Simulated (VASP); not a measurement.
# KZnF3 (Pm-3m) in VASP: settings compared

Aim: see how the results for KZnF3 move with the level of theory and the settings. Levels: PBE, LDA, PBE+U. Tasks: single point.

Everything below comes from runs of VASP 6.6.1. Logs are shortened: lines on timing, memory, paths and dates and some standing lists are left out, and cuts for length are marked.

## 1. The cell of the first run

It takes space group Pm-3m (No. 221, cubic). Conventional cell: a = 3.681 Å, b = 3.681 Å, c = 3.681 Å, α = 90.00°, β = 90.00°, γ = 90.00°. Within 3.4 Å of K (site symmetry m-3m) lie 12 F at 2.60 Å and 8 Zn at 3.19 Å. Within 2.4 Å of Zn (site symmetry m-3m) lie 6 F at 1.84 Å. Within 2.4 Å of F (site symmetry 4/mmm) lie 2 Zn at 1.84 Å.

## 2. Single point, PBE

Input file INCAR:

```
SYSTEM = KZnF3
  ALGO = Normal
  EDIFF = 1E-6
  ENCUT = 520
  GGA = PE
  ISIF = 2
  ISMEAR = 0
  LASPH = .True.
  LCHARG = .True.
  LELF = .True.
  LREAL = .False.
  LVHAR = .True.
  LWAVE = .False.
  NBANDS = 29
  NELM = 80
  PREC = Accurate
  SIGMA = 0.1
```

Input file KPOINTS:

```
k-points
0
Gamma
  4 4 4
  0 0 0
```

Input file POSCAR:

```
KZnF3
1.0
    3.6805880280      0.0000000000      0.0000000000
    0.0000000000      3.6805880280      0.0000000000
    0.0000000000      0.0000000000      3.6805880280
K Zn F
1 1 3
Direct
    0.0000000000      0.0000000000      0.0000000000
    0.5000000000      0.5000000000      0.5000000000
    0.0000000000      0.5000000000      0.5000000000
    0.5000000000      0.0000000000      0.5000000000
    0.5000000000      0.5000000000      0.0000000000
```

Potentials or basis: VASP PAW PBE potentials, release 64 (K_sv, Zn, F).

On the command line:

```sh
$ cat potpaw_PBE.64/K_sv/POTCAR potpaw_PBE.64/Zn/POTCAR potpaw_PBE.64/F/POTCAR > POTCAR
$ mpirun -np 1 vasp_std > vasp.out
```

OUTCAR:

```text
SYSTEM = KZnF3
   EDIFF = 1E-6
   ENCUT = 520
   GGA = PE
   ISIF = 2
   ISMEAR = 0
   LASPH = .True.
   LREAL = .False.
   NELM = 80
   PREC = Accurate

 ion  position               nearest neighbor table
   1  0.000  0.000  0.000-   3 2.60   4 2.60   5 2.60   3 2.60   4 2.60   3 2.60   5 2.60   3 2.60
                             4 2.60   5 2.60   4 2.60   5 2.60   2 3.19   2 3.19   2 3.19   2 3.19
   2  0.500  0.500  0.500-   3 1.84   4 1.84   5 1.84   5 1.84   4 1.84   3 1.84   1 3.19   1 3.19
                             1 3.19   1 3.19   1 3.19   1 3.19   1 3.19   1 3.19
   3  0.000  0.500  0.500-   2 1.84   2 1.84   1 2.60   1 2.60   1 2.60   1 2.60
   4  0.500  0.000  0.500-   2 1.84   2 1.84   1 2.60   1 2.60   1 2.60   1 2.60
   5  0.500  0.500  0.000-   2 1.84   2 1.84   1 2.60   1 2.60   1 2.60   1 2.60

  LATTYP: Found a simple cubic cell.
 ALAT       =     3.6805880280

  Lattice vectors:

 A1 = (   3.6805880280,   0.0000000000,   0.0000000000)
 A2 = (   0.0000000000,   3.6805880280,   0.0000000000)
 A3 = (   0.0000000000,   0.0000000000,   3.6805880280)

Analysis of symmetry for initial positions (statically):
=====================================================================
 Subroutine PRICEL returns:
 Original cell was already a primitive cell.

 Routine SETGRP: Setting up the symmetry group for a
 simple cubic supercell.

 Subroutine GETGRP returns: Found 48 space group operations
 (whereof 48 operations were pure point group operations)
 out of a pool of 48 trial point group operations.

The static configuration has the point symmetry O_h .

Analysis of symmetry for dynamics (positions and initial velocities):
=====================================================================
 Subroutine PRICEL returns:
 Original cell was already a primitive cell.

 Routine SETGRP: Setting up the symmetry group for a
 simple cubic supercell.

 Subroutine GETGRP returns: Found 48 space group operations
 (whereof 48 operations were pure point group operations)
 out of a pool of 48 trial point group operations.

The dynamic configuration has the point symmetry O_h .

 Subroutine INISYM returns: Found 48 space group operations
 (whereof 48 operations are pure point group operations),
 and found     1 'primitive' translations

----------------------------------------------------------------------------------------

                                     Primitive cell

  volume of cell :      49.8599

  direct lattice vectors                    reciprocal lattice vectors
     3.680588028  0.000000000  0.000000000     0.271695716  0.000000000  0.000000000
     0.000000000  3.680588028  0.000000000     0.000000000  0.271695716  0.000000000
     0.000000000  0.000000000  3.680588028     0.000000000  0.000000000  0.271695716

  length of vectors
     3.680588028  3.680588028  3.680588028     0.271695716  0.271695716  0.271695716

  position of ions in fractional coordinates (direct lattice)
     0.000000000  0.000000000  0.000000000
     0.500000000  0.500000000  0.500000000
     0.000000000  0.500000000  0.500000000
     0.500000000  0.000000000  0.500000000
     0.500000000  0.500000000  0.000000000

  ion indices of the primitive-cell ions
   primitive index   ion index
                 1           1
                 2           2
                 3           3
                 4           4
                 5           5

----------------------------------------------------------------------------------------

 KPOINTS: k-points

Automatic generation of k-mesh.
 Grid dimensions read from file:
 generate k-points for:    4    4    4

 Generating k-lattice:

  Cartesian coordinates                     Fractional coordinates (reciprocal lattice)
     0.067923929  0.000000000  0.000000000     0.250000000  0.000000000  0.000000000
     0.000000000  0.067923929  0.000000000     0.000000000  0.250000000  0.000000000
     0.000000000  0.000000000  0.067923929     0.000000000  0.000000000  0.250000000

  Length of vectors
     0.067923929  0.067923929  0.067923929

  Shift w.r.t. Gamma in fractional coordinates (k-lattice)
     0.000000000  0.000000000  0.000000000

 Subroutine IBZKPT returns following result:
 ===========================================

 Found     10 irreducible k-points:

 Following reciprocal coordinates:
            Coordinates               Weight
  0.000000  0.000000  0.000000      1.000000
  0.250000  0.000000  0.000000      6.000000
  0.500000  0.000000  0.000000      3.000000
  0.250000  0.250000  0.000000     12.000000
  0.500000  0.250000  0.000000     12.000000
  0.500000  0.500000  0.000000      3.000000
  0.250000  0.250000  0.250000      8.000000
  0.500000  0.250000  0.250000     12.000000
  0.500000  0.500000  0.250000      6.000000
  0.500000  0.500000  0.500000      1.000000
   k-points           NKPTS =     10   k-points in BZ     NKDIM =     10   number of bands    NBANDS=     29
   number of dos      NEDOS =    301   number of ions     NIONS =      5
   total plane-waves  NPLWV =  21952
   dimension x,y,z NGX =    28 NGY =   28 NGZ =   28
   dimension x,y,z NGXF=    56 NGYF=   56 NGZF=   56
   ions per type =               1   1   3
   NGX,Y,Z   is equivalent  to a cutoff of  12.65, 12.65, 12.65 a.u.
   NGXF,Y,Z  is equivalent  to a cutoff of  25.29, 25.29, 25.29 a.u.
 SYSTEM =  KZnF3
   PREC   = accura    normal or accurate (medium, high low for compatibility)
   ISTART =      0    job   : 0-new  1-cont  2-samecut
   ICHARG =      2    charge: 1-file 2-atom 10-const
   ISPIN  =      1    spin polarized calculation?
   LNONCOLLINEAR =      F non collinear calculations
   LSORBIT =      F    spin-orbit coupling
   LASPH  =      T    aspherical Exc in radial PAW
   ENCUT  =  520.0 eV  38.22 Ry    6.18 a.u.   6.84  6.84  6.84*2*pi/ulx,y,z
   NELM   =     80;   NELMIN=  2; NELMDL= -5     # of ELM steps
   EDIFF  = 0.1E-05   stopping-criterion for ELM
   LREAL  =      F    real-space projection
   EDIFFG = 0.1E-04   stopping-criterion for IOM
   NSW    =      0    number of steps for IOM
   IBRION =     -1    ionic relax: 0-MD 1-quasi-New 2-CG
   NFREE  =      0    steps in history (QN), initial steepest desc. (CG)
   ISIF   =      2    stress and relaxation
   ISYM   =      2    0-nonsym 1-usesym 2-fastsym
   POTIM  = 0.5000    time-step for ionic-motion
   TEBEG  =    0.0;   TEEND  =   0.0 temperature during run
   PSTRESS=    0.0 pullay stress
   NELECT =      42.0000    total number of electrons
   NUPDOWN=      -1.0000    fix difference up-down
   EMIN   =  10.00;   EMAX   =-10.00  energy-range for DOS
   EFERMI =   0.00;   METHOD = LEGACY
   ISMEAR =     0;   SIGMA  =   0.10  broadening in eV -4-tet -1-fermi 0-gaus
   EFERMI_NEDOS =   21; number of points for ismear=-14 and -15
   IALGO  =     38    algorithm
   IMIX   =      4    mixing-type and parameters
     AMIX     =   0.40;   BMIX     =  1.00
     AMIX_MAG =   1.60;   BMIX_MAG =  1.00
  volume/ion in A,a.u.               =       9.97        67.29
  Fermi-wavevector in a.u.,A,eV,Ry     =   1.546111  2.921726 32.524180  2.390460
  Thomas-Fermi vector in A             =   2.651394
   LORBIT       =      0    0 simple, 1 ext, 2 COOP (PROOUT), +10 PAW based schemes
   GGA     = PE    functional components
   LHFCALC =     F    Hartree Fock is set to
   AEXX    =    0.0000 exact exchange contribution
   IVDW    =     0    specifies the selected vdW correction
   LEPSILON=     F    determine dielectric tensor
   LRPA    =     F    only Hartree local field effects (RPA)
 non-spin polarized calculation
 Gauss-broadening in eV      SIGMA  =   0.10
  energy-cutoff  :      520.00
  volume of cell :       49.86
 maximum number of plane-waves:      1376
 NGX is ok and might be reduce to    28
   NGX = 13   NGY = 13   NGZ = 13

 number of electron      41.9999973 magnetization

 Free energy of the ion-electron system (eV)
  ---------------------------------------------------
  ext. energy  EPLUGINS =         0.00000000
  ---------------------------------------------------
  free energy    TOTEN  =       -17.70311956 eV

  energy without entropy =      -17.70311956  energy(sigma->0) =      -17.70311956

 E-fermi :   3.3624     XC(G=0): -11.4569

 val. band max:        2.8313227711   @ k =   0.5000   0.5000   0.5000
 cond. band min:       7.4870077519   @ k =   0.0000   0.0000   0.0000
 fundamental gap:      4.6556849809
 Fermi energy:         3.3623612932

 k-point     1 :       0.0000    0.0000    0.0000
  band No.  band energies     occupation
      1     -25.8144      2.00000
      2     -21.6677      2.00000
      3     -20.6390      2.00000
      4     -20.6390      2.00000
      5      -9.3363      2.00000
      6      -9.3363      2.00000
[... 21 lines left out ...]
     28      12.9772      0.00000
     29      18.7828      0.00000

 k-point     2 :       0.2500    0.0000    0.0000
  band No.  band energies     occupation
      1     -25.7499      2.00000
      2     -21.6130      2.00000
      3     -20.7420      2.00000
      4     -20.6292      2.00000
      5      -9.2546      2.00000
      6      -9.2546      2.00000
[... 21 lines left out ...]
     28      13.6744      0.00000
     29      18.0579      0.00000

 k-point     3 :       0.5000    0.0000    0.0000
  band No.  band energies     occupation
      1     -25.6827      2.00000
      2     -21.5644      2.00000
      3     -20.8407      2.00000
      4     -20.6190      2.00000
      5      -9.1685      2.00000
      6      -9.1685      2.00000
[... 21 lines left out ...]
     28      15.5282      0.00000
     29      15.7757      0.00000

 k-point     4 :       0.2500    0.2500    0.0000
  band No.  band energies     occupation
      1     -25.6983      2.00000
      2     -21.5096      2.00000
      3     -20.7881      2.00000
      4     -20.6840      2.00000
      5      -9.3590      2.00000
      6      -9.1777      2.00000
[... 149 lines left out ...]
     28      15.5020      0.00000
     29      16.1010      0.00000

 k-point     9 :       0.5000    0.5000    0.2500
  band No.  band energies     occupation
      1     -25.5866      2.00000
      2     -20.9765      2.00000
      3     -20.9044      2.00000
      4     -20.9044      2.00000
      5      -9.6001      2.00000
      6      -9.6001      2.00000
[... 21 lines left out ...]
     28      15.9426      0.00000
     29      16.1181      0.00000

 k-point    10 :       0.5000    0.5000    0.5000
  band No.  band energies     occupation
      1     -25.5663      2.00000
      2     -20.8782      2.00000
      3     -20.8782      2.00000
      4     -20.8782      2.00000
      5      -9.7881      2.00000
      6      -9.7881      2.00000
[... 21 lines left out ...]
     28      15.6989      0.00000
     29      17.5276      0.00000

------------------------ aborting loop because EDIFF is reached ----------------------------------------

  FORCE on cell =-STRESS in cart. coord.  units (eV):
  Direction    XX          YY          ZZ          XY          YZ          ZX
  --------------------------------------------------------------------------------------
  -------------------------------------------------------------------------------------
  Total       17.2872094     17.2872094     17.2872094     -0.0000000     -0.0000000     -0.0000000
  in kB      555.4997237    555.4997237    555.4997237     -0.0000000     -0.0000000     -0.0000000
  external PRESSURE =     555.4997237 kB  Pullay stress =       0.0000000 kB

 VOLUME and BASIS-vectors are now :
 -----------------------------------------------------------------------------
  energy-cutoff  :      520.00
  volume of cell :       49.86
      direct lattice vectors                 reciprocal lattice vectors
     3.680588028  0.000000000  0.000000000     0.271695716  0.000000000  0.000000000
     0.000000000  3.680588028  0.000000000     0.000000000  0.271695716  0.000000000
     0.000000000  0.000000000  3.680588028     0.000000000  0.000000000  0.271695716

 POSITION                                       TOTAL-FORCE (eV/Angst)
 -----------------------------------------------------------------------------------
      0.00000      0.00000      0.00000         0.000000      0.000000      0.000000
      1.84029      1.84029      1.84029         0.000000      0.000000      0.000000
      0.00000      1.84029      1.84029         0.000000      0.000000      0.000000
      1.84029      0.00000      1.84029         0.000000      0.000000      0.000000
      1.84029      1.84029      0.00000         0.000000      0.000000      0.000000
 -----------------------------------------------------------------------------------
    total drift:                                0.000000      0.000000      0.000000

  FREE ENERGIE OF THE ION-ELECTRON SYSTEM (eV)
  ---------------------------------------------------
  free  energy   TOTEN  =       -17.7031195621 eV

  energy  without entropy=      -17.7031195621  energy(sigma->0) =      -17.70311956
```

Run time: 17 s. Hardware: 1 thread of Intel Xeon Platinum 8488C (Sapphire Rapids), shared host; peak memory 0.16 GiB.

Results:

```yaml
Free_energy: -17.7031 eV
Pressure: 55.5 GPa
Band_gap_on_the_k_mesh: 4.66 eV, indirect (least direct gap 7.68 eV)
```

Caveat: the k points lie up to 0.43 Å⁻¹ apart.

[end of part 1 of 2]
